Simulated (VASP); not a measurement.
# Al (I4/mmm) in VASP: a series of runs

Al is run at these levels: PBE+D3(BJ); tasks: single point.

Everything below comes from runs of VASP 6.6.1. Logs are shortened: lines on timing, memory, paths and dates and some standing lists are left out, and cuts for length are marked.

### Step 1. The cell of the first run

It takes space group I4/mmm (No. 139, tetragonal). The conventional cell has a = 2.816 Å, b = 2.816 Å, c = 3.684 Å, α = 90.00°, β = 90.00°, γ = 90.00°. Within 3.6 Å of Al (site symmetry 4/mmm) lie 12 Al at 2.71 to 2.82 Å.

### Step 2. Single point, PBE+D3(BJ) (strain -0.0750 x Voigt [0, 0, 1, 0, 0, 0])

INCAR

```
ALGO = Fast ; EDIFF = 1E-7
ENCUT = 520 ; GGA = PE
ISIF = 2 ; ISMEAR = 0
IVDW = 12 ; LASPH = T
LCHARG = F ; LREAL = F
LWAVE = F ; NBANDS = 8
NELM = 80 ; PREC = Accurate
SIGMA = 0.15
```

KPOINTS

```
k-points
0
Gamma
  26 26 26
```

POSCAR

```
Al
1.0
    0.0000000000      1.9913628292      1.8420106170
    1.9913628292      0.0000000000      1.8420106170
    1.9913628292      1.9913628292      0.0000000000
Al
1
Direct
    0.0000000000      0.0000000000      0.0000000000
```

Potentials or basis: VASP PAW PBE potentials, release 64 (Al).

The run is started by

```bash
> cat potpaw_PBE.64/Al/POTCAR > POTCAR
> mpirun -np 1 vasp_std > vasp.out
```

OUTCAR:

```text
EDIFF = 1E-7
   ENCUT = 520
   GGA = PE
   ISIF = 2
   ISMEAR = 0
   IVDW = 12
   LASPH = T
   LREAL = F
   NELM = 80
   PREC = Accurate
 IVDW          = 12

 ion  position               nearest neighbor table
   1  0.000  0.000  0.000-

  LATTYP: Found a body centered tetragonal cell.
 ALAT       =     2.8162123207
 C/A-ratio  =     1.3081475452

  Lattice vectors:

 A1 = (   0.0000000000,  -1.9913628292,  -1.8420106170)
 A2 = (   0.0000000000,   1.9913628292,  -1.8420106170)
 A3 = (   1.9913628292,   0.0000000000,   1.8420106170)

Analysis of symmetry for initial positions (statically):
=====================================================================
 Subroutine PRICEL returns:
 Original cell was already a primitive cell.

 Routine SETGRP: Setting up the symmetry group for a
 body centered tetragonal supercell.

 Subroutine GETGRP returns: Found 16 space group operations
 (whereof 16 operations were pure point group operations)
 out of a pool of 16 trial point group operations.

The static configuration has the point symmetry D_4h.

Analysis of symmetry for dynamics (positions and initial velocities):
=====================================================================
 Subroutine PRICEL returns:
 Original cell was already a primitive cell.

 Routine SETGRP: Setting up the symmetry group for a
 body centered tetragonal supercell.

 Subroutine GETGRP returns: Found 16 space group operations
 (whereof 16 operations were pure point group operations)
 out of a pool of 16 trial point group operations.

The dynamic configuration has the point symmetry D_4h.

 Subroutine INISYM returns: Found 16 space group operations
 (whereof 16 operations are pure point group operations),
 and found     1 'primitive' translations

----------------------------------------------------------------------------------------

                                     Primitive cell

  volume of cell :      14.6091

  direct lattice vectors                    reciprocal lattice vectors
     0.000000000  1.991362829  1.842010617    -0.251084329  0.251084329  0.271442518
     1.991362829  0.000000000  1.842010617     0.251084329 -0.251084329  0.271442518
     1.991362829  1.991362829  0.000000000     0.251084329  0.251084329 -0.271442518

  length of vectors
     2.712660876  2.712660876  2.816212321     0.446953824  0.446953824  0.446953824

  position of ions in fractional coordinates (direct lattice)
     0.000000000  0.000000000  0.000000000

  ion indices of the primitive-cell ions
   primitive index   ion index
                 1           1

----------------------------------------------------------------------------------------

 KPOINTS: k-points

Automatic generation of k-mesh.
 Grid dimensions read from file:
 generate k-points for:   26   26   26

 Generating k-lattice:

  Cartesian coordinates                     Fractional coordinates (reciprocal lattice)
    -0.009657090  0.009657090  0.010440097     0.038461538  0.000000000  0.000000000
     0.009657090 -0.009657090  0.010440097     0.000000000  0.038461538  0.000000000
     0.009657090  0.009657090 -0.010440097     0.000000000  0.000000000  0.038461538

  Length of vectors
     0.017190532  0.017190532  0.017190532

  Shift w.r.t. Gamma in fractional coordinates (k-lattice)
     0.000000000  0.000000000  0.000000000

 Subroutine IBZKPT returns following result:
 ===========================================

 Found   1330 irreducible k-points:

 Following reciprocal coordinates:
            Coordinates               Weight
  0.000000  0.000000  0.000000      1.000000
  0.038462  0.000000  0.000000      8.000000
  0.076923  0.000000  0.000000      8.000000
  0.115385  0.000000  0.000000      8.000000
  0.153846  0.000000  0.000000      8.000000
  0.192308  0.000000  0.000000      8.000000
[... 16 lines left out ...]
  0.346154  0.038462  0.000000      8.000000
  0.384615  0.038462  0.000000      8.000000
 [... further k-points ...]
   k-points           NKPTS =   1330   k-points in BZ     NKDIM =   1330   number of bands    NBANDS=      8
   number of dos      NEDOS =    301   number of ions     NIONS =      1
   total plane-waves  NPLWV =   9600
   dimension x,y,z NGX =    20 NGY =   20 NGZ =   24
   dimension x,y,z NGXF=    40 NGYF=   40 NGZF=   48
   ions per type =               1
   NGX,Y,Z   is equivalent  to a cutoff of  12.26, 12.26, 14.17 a.u.
   NGXF,Y,Z  is equivalent  to a cutoff of  24.51, 24.51, 28.34 a.u.
 SYSTEM =  unknown system
   PREC   = accura    normal or accurate (medium, high low for compatibility)
   ISTART =      0    job   : 0-new  1-cont  2-samecut
   ICHARG =      2    charge: 1-file 2-atom 10-const
   ISPIN  =      1    spin polarized calculation?
   LNONCOLLINEAR =      F non collinear calculations
   LSORBIT =      F    spin-orbit coupling
   LASPH  =      T    aspherical Exc in radial PAW
   ENCUT  =  520.0 eV  38.22 Ry    6.18 a.u.   5.04  5.04  5.24*2*pi/ulx,y,z
   NELM   =     80;   NELMIN=  2; NELMDL= -5     # of ELM steps
   EDIFF  = 0.1E-06   stopping-criterion for ELM
   LREAL  =      F    real-space projection
   EDIFFG = 0.1E-05   stopping-criterion for IOM
   NSW    =      0    number of steps for IOM
   IBRION =     -1    ionic relax: 0-MD 1-quasi-New 2-CG
   NFREE  =      0    steps in history (QN), initial steepest desc. (CG)
   ISIF   =      2    stress and relaxation
   ISYM   =      2    0-nonsym 1-usesym 2-fastsym
   POTIM  = 0.5000    time-step for ionic-motion
   TEBEG  =    0.0;   TEEND  =   0.0 temperature during run
   PSTRESS=    0.0 pullay stress
   NELECT =       3.0000    total number of electrons
   NUPDOWN=      -1.0000    fix difference up-down
   EMIN   =  10.00;   EMAX   =-10.00  energy-range for DOS
   EFERMI =   0.00;   METHOD = LEGACY
   ISMEAR =     0;   SIGMA  =   0.15  broadening in eV -4-tet -1-fermi 0-gaus
   EFERMI_NEDOS =   21; number of points for ismear=-14 and -15
   IALGO  =     68    algorithm
   IMIX   =      4    mixing-type and parameters
     AMIX     =   0.40;   BMIX     =  1.00
     AMIX_MAG =   1.60;   BMIX_MAG =  1.00
  volume/ion in A,a.u.               =      14.61        98.59
  Fermi-wavevector in a.u.,A,eV,Ry     =   0.965845  1.825183 12.692294  0.932857
  Thomas-Fermi vector in A             =   2.095597
   LORBIT       =      0    0 simple, 1 ext, 2 COOP (PROOUT), +10 PAW based schemes
   GGA     = PE    functional components
   LHFCALC =     F    Hartree Fock is set to
   AEXX    =    0.0000 exact exchange contribution
   IVDW    =    12    specifies the selected vdW correction
   LEPSILON=     F    determine dielectric tensor
   LRPA    =     F    only Hartree local field effects (RPA)
 non-spin polarized calculation
 RMM-DIIS sequential band-by-band and
 Gauss-broadening in eV      SIGMA  =   0.15
  energy-cutoff  :      520.00
  volume of cell :       14.61
 maximum number of plane-waves:       426
   NGX = 11   NGY = 11   NGZ = 11

 number of electron       3.0000000 magnetization

 Free energy of the ion-electron system (eV)
  ---------------------------------------------------
  ext. energy  EPLUGINS =         0.00000000
  ---------------------------------------------------
  free energy    TOTEN  =        -3.66764065 eV

  energy without entropy =       -3.66355483  energy(sigma->0) =       -3.66559774

 E-fermi :   9.3172     XC(G=0): -10.6454

 val. band max:        9.3172241130   @ k =   0.5000   0.3077   0.0000
 cond. band min:       9.3180844958   @ k =  -0.4231   0.4231   0.0385
 fundamental gap:      0.0008603828
 Fermi energy:         9.3172364456

 k-point     1 :       0.0000    0.0000    0.0000
  band No.  band energies     occupation
      1      -2.6716      2.00000
      2      22.4412      0.00000
      3      22.4412      0.00000
      4      23.3157      0.00000
      5      24.9835      0.00000
      6      25.2601      0.00000
      7      25.2601      0.00000
      8      26.8136      0.00000

 k-point     2 :       0.0385    0.0000    0.0000
  band No.  band energies     occupation
      1      -2.6279      2.00000
      2      21.7884      0.00000
      3      22.3124      0.00000
      4      23.0227      0.00000
      5      25.1721      0.00000
      6      25.4553      0.00000
      7      25.5373      0.00000
      8      27.3257      0.00000

 k-point     3 :       0.0769    0.0000    0.0000
  band No.  band energies     occupation
      1      -2.4968      2.00000
      2      20.3333      0.00000
      3      22.0064      0.00000
      4      22.6982      0.00000
      5      25.4844      0.00000
      6      25.7631      0.00000
      7      25.9453      0.00000
      8      27.6165      0.00000

 k-point     4 :       0.1154    0.0000    0.0000
  band No.  band energies     occupation
      1      -2.2787      2.00000
      2      18.6982      0.00000
      3      21.6426      0.00000
      4      22.3978      0.00000
      5      25.4549      0.00000
      6      26.2938      0.00000
      7      26.3734      0.00000
      8      27.1331      0.00000

 k-point     5 :       0.1538    0.0000    0.0000
  band No.  band energies     occupation
      1      -1.9740      2.00000
      2      17.0443      0.00000
      3      21.2877      0.00000
      4      22.1297      0.00000
      5      25.3075      0.00000
      6      25.8305      0.00000
      7      26.9331      0.00000
      8      27.7162      0.00000
[... 177 lines left out ...]
 k-point    22 :       0.3077    0.0385    0.0000
  band No.  band energies     occupation
      1      -0.0413      2.00000
      2      11.2587      0.00000
      3      19.5443      0.00000
      4      21.3571      0.00000
      5      24.0558      0.00000
      6      24.8896      0.00000
      7      26.2142      0.00000
      8      28.5611      0.00000

 k-point    23 :       0.3462    0.0385    0.0000
  band No.  band energies     occupation
      1       0.6619      2.00000
      2       9.8424      0.00000
      3      19.4531      0.00000
      4      21.2948      0.00000
      5      23.4728      0.00000
      6      24.2112      0.00000
      7      26.3301      0.00000
      8      28.1020      0.00000

 k-point    24 :       0.3846    0.0385    0.0000
  band No.  band energies     occupation
      1       1.4453      2.00000
      2       8.4941      2.00000
      3      19.4318      0.00000
      4      21.2961      0.00000
      5      22.9574      0.00000
      6      23.5931      0.00000
      7      26.5112      0.00000
      8      27.5243      0.00000

 [... further k-points ...]

------------------------ aborting loop because EDIFF is reached ----------------------------------------

 Edisp (eV)   -0.38172

 E8    (eV) :    -0.1710

  FORCE on cell =-STRESS in cart. coord.  units (eV):
  Direction    XX          YY          ZZ          XY          YZ          ZX
  --------------------------------------------------------------------------------------
  -------------------------------------------------------------------------------------
  Total       0.58190     0.58190     1.16103     0.00000    -0.00000     0.00000
  in kB      63.81713    63.81713   127.32969     0.00000    -0.00000     0.00000
  external pressure =       84.99 kB  Pullay stress =        0.00 kB

 VOLUME and BASIS-vectors are now :
 -----------------------------------------------------------------------------
  energy-cutoff  :      520.00
  volume of cell :       14.61
      direct lattice vectors                 reciprocal lattice vectors
     0.000000000  1.991362829  1.842010617    -0.251084329  0.251084329  0.271442518
     1.991362829  0.000000000  1.842010617     0.251084329 -0.251084329  0.271442518
     1.991362829  1.991362829  0.000000000     0.251084329  0.251084329 -0.271442518

 POSITION                                       TOTAL-FORCE (eV/Angst)
 -----------------------------------------------------------------------------------
      0.00000      0.00000      0.00000         0.000000      0.000000      0.000000
 -----------------------------------------------------------------------------------
    total drift:                                0.000000     -0.000000     -0.000000

  FREE ENERGIE OF THE ION-ELECTRON SYSTEM (eV)
  ---------------------------------------------------
  free  energy   TOTEN  =        -4.0493618756 eV

  energy  without entropy=       -4.0452760548  energy(sigma->0) =       -4.04731897
```

Wall time 74 s (1 thread of Intel Xeon Platinum 8559C (Emerald Rapids), shared host); peak memory 0.25 GiB.

What came out:

```
Free energy                : -4.0494 eV
Pressure                   : 8.5 GPa
Dispersion energy per atom : -0.382 eV
```

Caveat: the cell differs from its parent crystal (strain -0.0750 x Voigt [0, 0, 1, 0, 0, 0]); pairwise dispersion overbinds metals, which lowers pressure and volume.

### Step 3. Single point, PBE+D3(BJ) (strain -0.0500 x Voigt [0, 0, 1, 0, 0, 0])

INCAR

```
PREC = Accurate
ENCUT = 520
EDIFF = 1E-6
ISMEAR = 0
SIGMA = 0.15
LREAL = False
LASPH = True
NELM = 100
ALGO = Fast
ISIF = 2
LWAVE = False
LCHARG = False
GGA = PE
IVDW = 12
NBANDS = 8
```

KPOINTS

```
regular mesh
0
Gamma
  26 26 26
```

POSCAR

```
Al
1.0
    0.0000000000      1.9913628292      1.8917946877
    1.9913628292      0.0000000000      1.8917946877
    1.9913628292      1.9913628292      0.0000000000
Al
1
Direct
    0.0000000000      0.0000000000      0.0000000000
```

Potentials or basis: VASP PAW PBE potentials, release 64 (Al).

The run is started by

```bash
> cat potpaw_PBE.64/Al/POTCAR > POTCAR
> mpirun -np 1 vasp_std > vasp.out
```

Wall time 51 s (1 thread of Intel Xeon Platinum 8559C (Emerald Rapids), shared host); peak memory 0.25 GiB.

The run converged. Its results:

| Property | Result |
| --- | --- |
| Free energy | -4.0748 eV |
| Pressure | 5.2 GPa |
| Dispersion energy per atom | -0.371 eV |

Stress tensor (GPa, compression positive):
```
3.84 0.00 0.00
0.00 3.84 0.00
0.00 0.00 7.93
```

Levels at points of the mesh, in eV from the Fermi level:
| k point | band 1 | band 2 | band 3 | band 4 | band 5 | band 6 |
| --- | --- | --- | --- | --- | --- | --- |
| (0.00, 0.00, 0.00) | -11.80 | 13.01 | 13.01 | 13.59 | 15.31 | 15.49 |
| (0.50, 0.00, 0.00) | -4.97 | -4.50 | 11.31 | 11.81 | 12.44 | 12.88 |
| (0.50, 0.50, 0.00) | -2.58 | -0.90 | 4.87 | 5.40 | 5.40 | 9.40 |
| (0.50, 0.00, 0.50) | -3.41 | -1.99 | 5.53 | 6.26 | 6.60 | 10.35 |

Caveat: the cell differs from its parent crystal (strain -0.0500 x Voigt [0, 0, 1, 0, 0, 0]); pairwise dispersion overbinds metals, which lowers pressure and volume.
